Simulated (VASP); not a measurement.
# WC in VASP: single point with PBE+D3(BJ)

Aim: the single point of WC with PBE+D3(BJ).

Everything below comes from runs of VASP 6.6.1. Logs are shortened: lines on timing, memory, paths and dates and some standing lists are left out, and cuts for length are marked.

### 1 The cell of the first run

The cell holds a slab with vacuum, 16 atoms: a = 5.696 Å, b = 5.595 Å, c = 17.110 Å, α = 90.00°, β = 90.00°, γ = 90.00°.

### 2 Single point, PBE+D3(BJ)

File INCAR:

```
PREC = Accurate
ENCUT = 520
EDIFF = 1E-7
ISMEAR = -1
SIGMA = 0.05
LREAL = Auto
LASPH = T
NELM = 80
ALGO = Normal
ISIF = 2
LWAVE = F
LCHARG = F
GGA = PE
IVDW = 12
NBANDS = 86
```

File KPOINTS:

```
regular mesh
0
Gamma
  3 3 1
```

File POSCAR:

```
WC
1.0
    5.6955400000      0.0000000000      0.0000000000
    0.0000000000      5.5945400000      0.0000000000
    0.0000000000      0.0000000000     17.1104020000
W C
8 8
Direct
    0.0000000000      0.0000000000      0.0584440000
    0.2500000000      0.0000000000      0.2115197856
    0.0000000000      0.5000000000      0.0584440000
    0.2500000000      0.5000000000      0.2115197856
    0.5000000000      0.0000000000      0.0584440000
    0.7500000000      0.0000000000      0.2115197856
    0.5000000000      0.5000000000      0.0584440000
    0.7500000000      0.5000000000      0.2115197856
    0.5000000000      0.2500000000      0.1508386938
    0.2500000000      0.2500000000      0.2927318474
    0.5000000000      0.7500000000      0.1508386938
    0.2500000000      0.7500000000      0.2927318474
    1.0000000000      0.2500000000      0.1508386938
    0.7500000000      0.2500000000      0.2927318474
    1.0000000000      0.7500000000      0.1508386938
    0.7500000000      0.7500000000      0.2927318474
```

Potentials or basis: VASP PAW PBE potentials, release 64 (W_sv, C).

The run is started by

```sh
> cat potpaw_PBE.64/W_sv/POTCAR potpaw_PBE.64/C/POTCAR > POTCAR
> mpirun -np 1 vasp_std > vasp.out
```

OUTCAR:

```text
PREC = Accurate
   ENCUT = 520
   EDIFF = 1E-7
   ISMEAR = -1
   LREAL = Auto
   LASPH = T
   NELM = 80
   ISIF = 2
   GGA = PE
   IVDW = 12
 IVDW          = 12

 ion  position               nearest neighbor table
   1  0.000  0.000  0.058-  13 2.11  15 2.11   3 2.80   3 2.80   5 2.85   5 2.85   2 2.98   6 2.98

   2  0.250  0.000  0.212-  10 1.97  12 1.97  11 2.25   9 2.25  13 2.25  15 2.25   4 2.80   4 2.80
                             6 2.85   6 2.85   5 2.98   1 2.98
   3  0.000  0.500  0.058-  13 2.11  15 2.11   1 2.80   1 2.80   7 2.85   7 2.85   4 2.98   8 2.98
[... 27 lines left out ...]
 A1 = (   0.0000000000,  -5.5945400000,   0.0000000000)
 A2 = (   5.6955400000,   0.0000000000,   0.0000000000)
 A3 = (   0.0000000000,   0.0000000000,  17.1104020000)

Analysis of symmetry for initial positions (statically):
=====================================================================
 Subroutine PRICEL returns following result:

  LATTYP: Found a simple orthorhombic cell.
 ALAT       =     2.7972700000
 B/A-ratio  =     1.0180533163
 C/A-ratio  =     6.1168217584

  Lattice vectors:

 A1 = (   0.0000000000,  -2.7972700000,   0.0000000000)
 A2 = (   2.8477700000,   0.0000000000,   0.0000000000)
 A3 = (   0.0000000000,   0.0000000000,  17.1104020000)

   4 primitive cells build up your supercell.

 Routine SETGRP: Setting up the symmetry group for a
 simple orthorhombic supercell.

 Subroutine GETGRP returns: Found  4 space group operations
 (whereof  4 operations were pure point group operations)
 out of a pool of  8 trial point group operations.

The static configuration has the point symmetry C_2v.

Analysis of symmetry for dynamics (positions and initial velocities):
=====================================================================
 Subroutine PRICEL returns following result:

  LATTYP: Found a simple orthorhombic cell.
 ALAT       =     2.7972700000
 B/A-ratio  =     1.0180533163
 C/A-ratio  =     6.1168217584

  Lattice vectors:

 A1 = (   0.0000000000,  -2.7972700000,   0.0000000000)
 A2 = (   2.8477700000,   0.0000000000,   0.0000000000)
 A3 = (   0.0000000000,   0.0000000000,  17.1104020000)

   4 primitive cells build up your supercell.

 Routine SETGRP: Setting up the symmetry group for a
 simple orthorhombic supercell.

 Subroutine GETGRP returns: Found  4 space group operations
 (whereof  4 operations were pure point group operations)
[... 88 lines left out ...]
   NSW    =      0    number of steps for IOM
   IBRION =     -1    ionic relax: 0-MD 1-quasi-New 2-CG
   NFREE  =      0    steps in history (QN), initial steepest desc. (CG)
   ISIF   =      2    stress and relaxation
   ISYM   =      2    0-nonsym 1-usesym 2-fastsym
   POTIM  = 0.5000    time-step for ionic-motion
   TEBEG  =    0.0;   TEEND  =   0.0 temperature during run
   PSTRESS=    0.0 pullay stress
   NELECT =     144.0000    total number of electrons
   NUPDOWN=      -1.0000    fix difference up-down
   EMIN   =  10.00;   EMAX   =-10.00  energy-range for DOS
   EFERMI =   0.00;   METHOD = LEGACY
   ISMEAR =    -1;   SIGMA  =   0.05  broadening in eV -4-tet -1-fermi 0-gaus
   EFERMI_NEDOS =   21; number of points for ismear=-14 and -15
   IALGO  =     38    algorithm
   IMIX   =      4    mixing-type and parameters
     AMIX     =   0.40;   BMIX     =  1.00
     AMIX_MAG =   1.60;   BMIX_MAG =  1.00
  volume/ion in A,a.u.               =      34.08       229.95
  Fermi-wavevector in a.u.,A,eV,Ry     =   1.050370  1.984912 15.011010  1.103278
  Thomas-Fermi vector in A             =   2.185371
   LORBIT       =      0    0 simple, 1 ext, 2 COOP (PROOUT), +10 PAW based schemes
   GGA     = PE    functional components
   LHFCALC =     F    Hartree Fock is set to
   AEXX    =    0.0000 exact exchange contribution
   IVDW    =    12    specifies the selected vdW correction
   LEPSILON=     F    determine dielectric tensor
   LRPA    =     F    only Hartree local field effects (RPA)
 non-spin polarized calculation
  energy-cutoff  :      520.00
  volume of cell :      545.20
 maximum number of plane-waves:     14731
 NGX is ok and might be reduce to    42
   NGX = 21   NGY = 21   NGZ = 63

 number of electron     143.9999976 magnetization

 Free energy of the ion-electron system (eV)
  ---------------------------------------------------
  ext. energy  EPLUGINS =         0.00000000
  ---------------------------------------------------
  free energy    TOTEN  =      -151.61651212 eV

  energy without entropy =     -151.51537238  energy(sigma->0) =     -151.56594225

 E-fermi :  -0.2659     XC(G=0):  -5.5287

 val. band max:       -0.2765869126   @ k =   0.3333   0.3333   0.0000
 cond. band min:      -0.2608950511   @ k =   0.0000   0.3333   0.0000
 fundamental gap:      0.0156918615
 Fermi energy:        -0.2658745142

 k-point     1 :       0.0000    0.0000    0.0000
  band No.  band energies     occupation
      1     -74.5387      2.00000
      2     -74.5030      2.00000
      3     -74.4925      2.00000
      4     -74.4575      2.00000
      5     -74.1953      2.00000
      6     -74.1573      2.00000
[... 337 lines left out ...]
     83       1.1092      0.00000
     84       1.4506      0.00000
 [bands above 84 left out]

------------------------ aborting loop because EDIFF is reached ----------------------------------------

 Edisp (eV)   -4.40969

 E8    (eV) :    -2.0852

  FORCE on cell =-STRESS in cart. coord.  units (eV):
  Direction    XX          YY          ZZ          XY          YZ          ZX
  --------------------------------------------------------------------------------------
  -------------------------------------------------------------------------------------
  Total     -11.64237     4.36934     0.58766     0.00000     0.00000     0.00000
  in kB     -34.21310    12.84006     1.72694     0.00000     0.00000     0.00000
  external pressure =       -6.55 kB  Pullay stress =        0.00 kB

 VOLUME and BASIS-vectors are now :
 -----------------------------------------------------------------------------
  energy-cutoff  :      520.00
  volume of cell :      545.20
      direct lattice vectors                 reciprocal lattice vectors
     5.695540000  0.000000000  0.000000000     0.175575977  0.000000000  0.000000000
     0.000000000  5.594540000  0.000000000     0.000000000  0.178745706  0.000000000
     0.000000000  0.000000000 17.110402000     0.000000000  0.000000000  0.058443980

 POSITION                                       TOTAL-FORCE (eV/Angst)
 -----------------------------------------------------------------------------------
      0.00000      0.00000      1.00000        -0.000000      0.000000     -0.059851
      1.42389      0.00000      3.61919         0.000000      0.000000     -0.031259
      0.00000      2.79727      1.00000        -0.000000      0.000000     -0.059851
      1.42389      2.79727      3.61919         0.000000      0.000000     -0.031259
      2.84777      0.00000      1.00000        -0.000000     -0.000000     -0.059851
      4.27165      0.00000      3.61919        -0.000000      0.000000     -0.031259
[... 8 lines left out ...]
      0.00000      4.19590      2.58091        -0.000000      0.000000      0.035300
      4.27165      4.19590      5.00876        -0.000000      0.000000      0.055811
 -----------------------------------------------------------------------------------
    total drift:                                0.000000     -0.000000     -0.020711

  FREE ENERGIE OF THE ION-ELECTRON SYSTEM (eV)
  ---------------------------------------------------
  free  energy   TOTEN  =      -156.0261997180 eV

  energy  without entropy=     -155.9250599817  energy(sigma->0) =     -155.97562985
```

OSZICAR:

```text
N       E                     dE             d eps       ncg     rms          rms(c)
DAV:   1     0.163191204949E+04    0.16319E+04   -0.83645E+04   832   0.154E+03
DAV:   2    -0.685557840411E+02   -0.17005E+04   -0.16603E+04   806   0.456E+02
DAV:   3    -0.174777814870E+03   -0.10622E+03   -0.10179E+03   856   0.110E+02
[... 19 lines left out ...]
DAV:  23    -0.151616505502E+03   -0.21482E-04   -0.10784E-06   640   0.191E-03    0.495E-04
DAV:  24    -0.151616510265E+03   -0.47632E-05   -0.16585E-07   548   0.945E-04    0.299E-04
DAV:  25    -0.151616511828E+03   -0.15635E-05   -0.54324E-08   496   0.492E-04    0.130E-04
DAV:  26    -0.151616512065E+03   -0.23697E-06   -0.13420E-08   480   0.288E-04    0.642E-05
DAV:  27    -0.151616512120E+03   -0.54071E-07   -0.34937E-09   440   0.160E-04
   1 F= -.15602620E+03 E0= -.15597563E+03  d E =-.101140E+00
```

stdout:

```text
POSCAR found type information on POSCAR W C
 POSCAR found :  2 types and      16 ions
 scaLAPACK will be used
 LDA part: xc-table for (Slater+PW92), standard interpolation
 POSCAR, INCAR and KPOINTS ok, starting setup
 FFT: planning ... GRIDC
 FFT: planning ... GRID_SOFT
 FFT: planning ... GRID
 WAVECAR not read
 entering main loop
```

Run time: 4.8 min. Hardware: 1 thread of AMD EPYC 9R45 (Zen 5), shared host; peak memory 0.51 GiB.

Results:

```
Free energy                : -156.0262 eV
Largest force              : 0.060 eV/Å
Band gap on the k mesh     : zero (bands 72 and 73 overlap by 0.33 eV)
Dispersion energy per atom : -0.276 eV
```

Forces on the atoms (eV/Å):
```
W    0.000  0.000 -0.060
W    0.000  0.000 -0.031
W    0.000  0.000 -0.060
W    0.000  0.000 -0.031
W    0.000  0.000 -0.060
W    0.000  0.000 -0.031
W    0.000  0.000 -0.060
W    0.000  0.000 -0.031
C    0.000  0.000  0.035
C    0.000  0.000  0.056
C    0.000  0.000  0.035
C    0.000  0.000  0.056
C    0.000  0.000  0.035
C    0.000  0.000  0.056
C    0.000  0.000  0.035
C    0.000  0.000  0.056
```

Caveat: the k points lie up to 0.37 Å⁻¹ apart; there is no dipole correction, which matters where the two faces differ; spin-orbit coupling is left out, which moves the levels of the heavy elements.
